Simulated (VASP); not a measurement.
# Si: density of states with PBE

Crystal: Si.

```
Si
1.0
     0.00000    2.72185    2.72185
     2.72185    0.00000    2.72185
     2.72185    2.72185    0.00000
Si
2
Direct
  0.25000 0.25000 0.25000
  0.00000 0.00000 0.00000
```

| Property | Result |
| --- | --- |
| Program | VASP 6.6.1 |
| Task | density of states |
| Functional | PBE |
| Potentials or basis | VASP PAW PBE potentials, release 64 (Si) |
| Cutoff | 400 eV |
| k mesh | 7 × 7 × 7 |
| Occupations | gaussian, width 0.01 eV |
| Spin | no spin polarisation |
| Dipole correction | no |
| k mesh for the DOS | 11 × 11 × 11 |
| Occupations for the DOS | tetrahedron |
| Further INCAR settings | ALGO = Normal; EDIFF = 1e-06; NBANDS = 11 |

```
Valence electrons inside the program's atomic spheres : Si 1.69
```

Levels at points of the mesh, in eV from the valence-band top:
```tsv
k point	band 1	band 2	band 3	band 4	band 5	band 6	band 7	band 8
(0.00, 0.00, 0.00)	-11.91	0.00	0.00	0.00	2.56	2.56	2.56	3.29
```

Run time: 11 s on 1 thread of AMD EPYC 9R45 96-Core Processor (Zen 5), with other jobs on the host, peak memory 0.11 GiB.
